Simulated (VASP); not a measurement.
# Sc (Fm-3m) in VASP: a series of runs

The runs below take Sc through single point, with r2SCAN.

All numbers are computed with VASP 6.6.1; they aren't measurements. Logs are shortened: lines on timing, memory, paths and dates and some standing lists are left out, and cuts for length are marked.

### Step 1. The cell of the first run

It takes space group Fm-3m (No. 225, cubic). The conventional cell has a = 4.653 Å, b = 4.653 Å, c = 4.653 Å, α = 90.00°, β = 90.00°, γ = 90.00°. Sc (site symmetry m-3m) has 12 Sc at 3.29 Å within 4.3 Å.

This isn't the form of Sc at room conditions, which is hcp.

### Step 2. Single point, r2SCAN (25.19 Å³/atom)

Contents of POSCAR:

```
Sc
1.0
    0.0000000000      2.3265189858      2.3265189858
    2.3265189858      0.0000000000      2.3265189858
    2.3265189858      2.3265189858      0.0000000000
Sc
1
Direct
    0.0000000000      0.0000000000      0.0000000000
```

Contents of INCAR.step1:

```
ALGO = Normal
EDIFF = 1E-4
ENCUT = 520
GGA = PE
ISMEAR = -1
LASPH = True
LCHARG = False
LREAL = False
LWAVE = True
NBANDS = 12
NELM = 60
PREC = Accurate
SIGMA = 0.1
```

Contents of INCAR.step2:

```
ALGO = Normal
EDIFF = 1E-7
ENCUT = 520
ISIF = 2
ISMEAR = -1
ISTART = 1
LASPH = True
LCHARG = True
LELF = True
LMIXTAU = True
LREAL = False
LVHAR = True
LWAVE = False
METAGGA = R2SCAN
NBANDS = 12
NELM = 60
PREC = Accurate
SIGMA = 0.1
```

Contents of KPOINTS:

```
k-points
0
Gamma
  13 13 13
```

Potentials or basis: VASP PAW PBE potentials, release 64 (Sc_sv).

Run with:

```
$ cat potpaw_PBE.64/Sc_sv/POTCAR > POTCAR
$ cp INCAR.step1 INCAR
$ mpirun -np 1 vasp_std > vasp.out
$ cp INCAR.step2 INCAR
$ mpirun -np 1 vasp_std > vasp.out
```

OUTCAR:

```text
EDIFF = 1E-7
   ENCUT = 520
   ISIF = 2
   ISMEAR = -1
   ISTART = 1
   LASPH = True
   LREAL = False
   METAGGA = R2SCAN
   NELM = 60
   PREC = Accurate

 ion  position               nearest neighbor table
   1  0.000  0.000  0.000-

  LATTYP: Found a face centered cubic cell.
 ALAT       =     4.6530379716

  Lattice vectors:

 A1 = (   0.0000000000,   2.3265189858,   2.3265189858)
 A2 = (   2.3265189858,   0.0000000000,   2.3265189858)
 A3 = (   2.3265189858,   2.3265189858,   0.0000000000)

Analysis of symmetry for initial positions (statically):
=====================================================================
 Subroutine PRICEL returns:
 Original cell was already a primitive cell.

 Routine SETGRP: Setting up the symmetry group for a
 face centered cubic supercell.

 Subroutine GETGRP returns: Found 48 space group operations
 (whereof 48 operations were pure point group operations)
 out of a pool of 48 trial point group operations.

The static configuration has the point symmetry O_h .

Analysis of symmetry for dynamics (positions and initial velocities):
=====================================================================
 Subroutine PRICEL returns:
 Original cell was already a primitive cell.

 Routine SETGRP: Setting up the symmetry group for a
 face centered cubic supercell.

 Subroutine GETGRP returns: Found 48 space group operations
 (whereof 48 operations were pure point group operations)
 out of a pool of 48 trial point group operations.

The dynamic configuration has the point symmetry O_h .

 Subroutine INISYM returns: Found 48 space group operations
 (whereof 48 operations are pure point group operations),
 and found     1 'primitive' translations

----------------------------------------------------------------------------------------

                                     Primitive cell

  volume of cell :      25.1855

  direct lattice vectors                    reciprocal lattice vectors
     0.000000000  2.326518986  2.326518986    -0.214913355  0.214913355  0.214913355
     2.326518986  0.000000000  2.326518986     0.214913355 -0.214913355  0.214913355
     2.326518986  2.326518986  0.000000000     0.214913355  0.214913355 -0.214913355

  length of vectors
     3.290194703  3.290194703  3.290194703     0.372240850  0.372240850  0.372240850

  position of ions in fractional coordinates (direct lattice)
     0.000000000  0.000000000  0.000000000

  ion indices of the primitive-cell ions
   primitive index   ion index
                 1           1

[... 78 lines left out ...]
   ISYM   =      2    0-nonsym 1-usesym 2-fastsym
   POTIM  = 0.5000    time-step for ionic-motion
   TEBEG  =    0.0;   TEEND  =   0.0 temperature during run
   PSTRESS=    0.0 pullay stress
   NELECT =      11.0000    total number of electrons
   NUPDOWN=      -1.0000    fix difference up-down
   EMIN   =  10.00;   EMAX   =-10.00  energy-range for DOS
   EFERMI =   0.00;   METHOD = LEGACY
   ISMEAR =    -1;   SIGMA  =   0.10  broadening in eV -4-tet -1-fermi 0-gaus
   EFERMI_NEDOS =   21; number of points for ismear=-14 and -15
   IALGO  =     38    algorithm
   IMIX   =      4    mixing-type and parameters
     AMIX     =   0.40;   BMIX     =  1.00
     AMIX_MAG =   1.60;   BMIX_MAG =  1.00
  volume/ion in A,a.u.               =      25.19       169.96
  Fermi-wavevector in a.u.,A,eV,Ry     =   1.242098  2.347224 20.991163  1.542807
  Thomas-Fermi vector in A             =   2.376467
   LORBIT       =      0    0 simple, 1 ext, 2 COOP (PROOUT), +10 PAW based schemes
   METAGGA = R2SCAN    functional components
   LHFCALC =     F    Hartree Fock is set to
   AEXX    =    0.0000 exact exchange contribution
   IVDW    =     0    specifies the selected vdW correction
   LEPSILON=     F    determine dielectric tensor
   LRPA    =     F    only Hartree local field effects (RPA)
 non-spin polarized calculation
  energy-cutoff  :      520.00
  volume of cell :       25.19
 maximum number of plane-waves:       690
   NGX = 13   NGY = 13   NGZ = 13

 number of electron      11.0000003 magnetization

 Free energy of the ion-electron system (eV)
  ---------------------------------------------------
  ext. energy  EPLUGINS =         0.00000000
  ---------------------------------------------------
  free energy    TOTEN  =       -11.32910312 eV

  energy without entropy =      -11.26777208  energy(sigma->0) =      -11.29843760

 E-fermi :   3.6597     XC(G=0): -10.5207

 val. band max:        3.5973609796   @ k =  -0.3846   0.1538   0.0000
 cond. band min:       3.6617616285   @ k =  -0.3077   0.2308   0.0769
 fundamental gap:      0.0644006489
 Fermi energy:         3.6596554909

 k-point     1 :       0.0000    0.0000    0.0000
  band No.  band energies     occupation
      1     -47.9607      2.00000
      2     -25.4053      2.00000
      3     -25.4053      2.00000
      4     -25.4052      2.00000
      5      -1.8784      2.00000
      6       5.4198      0.00000
      7       5.4199      0.00000
      8       5.4199      0.00000
      9       6.8436      0.00000
     10       6.8436      0.00000
     11      16.5248      0.00000
     12      20.1363      0.00000
[... 331 lines left out ...]
 k-point    24 :       0.4615    0.1538    0.0000
  band No.  band energies     occupation
      1     -47.9028      2.00000
      2     -25.7390      2.00000
      3     -25.4967      2.00000
      4     -25.4746      2.00000
      5       1.8235      2.00000
      6       3.5936      1.31869
      7       4.9433      0.00001
      8       5.7518      0.00000
      9       7.7463      0.00000
     10       7.7916      0.00000
     11      11.2200      0.00000
     12      15.9267      0.00000

 [... further k-points ...]

------------------------ aborting loop because EDIFF is reached ----------------------------------------

  FORCE on cell =-STRESS in cart. coord.  units (eV):
  Direction    XX          YY          ZZ          XY          YZ          ZX
  --------------------------------------------------------------------------------------
  -------------------------------------------------------------------------------------
  Total        0.0221534      0.0221534      0.0221534      0.0000000     -0.0000000      0.0000000
  in kB        1.4092949      1.4092949      1.4092949      0.0000000     -0.0000000      0.0000000
  external PRESSURE =       1.4092949 kB  Pullay stress =       0.0000000 kB

 VOLUME and BASIS-vectors are now :
 -----------------------------------------------------------------------------
  energy-cutoff  :      520.00
  volume of cell :       25.19
      direct lattice vectors                 reciprocal lattice vectors
     0.000000000  2.326518986  2.326518986    -0.214913355  0.214913355  0.214913355
     2.326518986  0.000000000  2.326518986     0.214913355 -0.214913355  0.214913355
     2.326518986  2.326518986  0.000000000     0.214913355  0.214913355 -0.214913355

 POSITION                                       TOTAL-FORCE (eV/Angst)
 -----------------------------------------------------------------------------------
      0.00000      0.00000      0.00000        -0.000000      0.000000     -0.000000
 -----------------------------------------------------------------------------------
    total drift:                                0.000000      0.000000      0.000000

  FREE ENERGIE OF THE ION-ELECTRON SYSTEM (eV)
  ---------------------------------------------------
  free  energy   TOTEN  =       -11.3291031187 eV

  energy  without entropy=      -11.2677720804  energy(sigma->0) =      -11.29843760
```

OUTCAR.step1:

```text
EDIFF = 1E-4
   ENCUT = 520
   GGA = PE
   ISMEAR = -1
   LASPH = True
[... 574 lines left out ...]

 POSITION                                       TOTAL-FORCE (eV/Angst)
 -----------------------------------------------------------------------------------
      0.00000      0.00000      0.00000         0.000000      0.000000      0.000000
 -----------------------------------------------------------------------------------
    total drift:                               -0.000000      0.000000      0.000000

  FREE ENERGIE OF THE ION-ELECTRON SYSTEM (eV)
  ---------------------------------------------------
  free  energy   TOTEN  =        -6.2326342827 eV

  energy  without entropy=       -6.1673579077  energy(sigma->0) =       -6.19999610
```

OSZICAR.step1:

```text
N       E                     dE             d eps       ncg     rms          rms(c)
DAV:   1     0.743295108392E+02    0.74330E+02   -0.50420E+03  2024   0.889E+02
DAV:   2    -0.550962104609E+01   -0.79839E+02   -0.78405E+02  2016   0.285E+02
DAV:   3    -0.691723950164E+01   -0.14076E+01   -0.13845E+01  2732   0.493E+01
DAV:   4    -0.694104667801E+01   -0.23807E-01   -0.23796E-01  2508   0.520E+00
DAV:   5    -0.694134375380E+01   -0.29708E-03   -0.29707E-03  2720   0.540E-01    0.522E+00
DAV:   6    -0.631605498269E+01    0.62529E+00   -0.94633E-01  3040   0.138E+01    0.152E+00
DAV:   7    -0.623766388352E+01    0.78391E-01   -0.18386E-01  3188   0.583E+00    0.612E-01
DAV:   8    -0.623353742929E+01    0.41265E-02   -0.17612E-02  2516   0.192E+00    0.191E-01
DAV:   9    -0.623264857969E+01    0.88885E-03   -0.32166E-03  3000   0.809E-01    0.343E-02
DAV:  10    -0.623263428275E+01    0.14297E-04   -0.11063E-04  1940   0.137E-01
   1 F= -.62326343E+01 E0= -.61999961E+01  d E =-.652764E-01
```

Wall time 28 s (1 thread of Intel Xeon 6975P-C (Granite Rapids), shared host); peak memory 0.16 GiB.

What came out:

```yaml
Free_energy: -11.3291 eV
Pressure: 0.1 GPa
Band_gap_on_the_k_mesh: zero (an odd number of electrons rules out a gap without spin polarisation)
```

Caveat: the PAW data sets were made with another functional, which shifts forces and pressure a little.

(Continued in part 2 of 2.)

The gap in the log of VASP goes by the Fermi energy; the results here count the filled bands.